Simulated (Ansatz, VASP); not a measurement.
## Two plane-wave programs on Mg7Se

```
CELL_PARAMETERS angstrom
-4.03385 4.03385 2.68864
4.03385 -4.03385 2.68864
4.03385 4.03385 -2.68864
ATOMIC_POSITIONS crystal
Mg 0.54522 0.04522 0.09043
Mg 0.95478 0.45478 0.90957
Mg 0.04522 0.95478 0.50000
Mg 0.45478 0.54522 0.50000
Mg 0.50000 0.00000 0.50000
Mg 0.00000 0.50000 0.50000
Mg 0.50000 0.50000 0.00000
Se 0.00000 0.00000 0.00000
```

Alike in both runs: task relaxation of cell and atoms; functional PBE; k mesh 4 × 4 × 4; occupations gaussian, width 0.2 eV; no spin polarisation.

```csv
,VASP,Ansatz
version,VASP 6.6.1,Ansatz 0.2.0
potentials or method,"VASP PAW PBE potentials, release 64 (Mg, Se), cutoff 600 eV","scalar-relativistic, plane waves, PAW"
valence electrons in the cell,20,86
```

|  | VASP | Ansatz | Ansatz less VASP |
| --- | --- | --- | --- |
| gap on the k mesh at the Fermi level, each at its own relaxed structure (eV) | none | none | - |
| relaxed volume (Å³/atom) | 22.56 | 22.84 | +0.273 |
| relaxed cell length with the largest relative difference (Å) | 6.206 | 6.252 | +0.0458 |

A gap of «none» marks a metal or a gap that the smearing closes. VASP's potentials hold 20 valence electrons a cell and Ansatz's 86, so a difference there can come from the potentials and not from the codes.
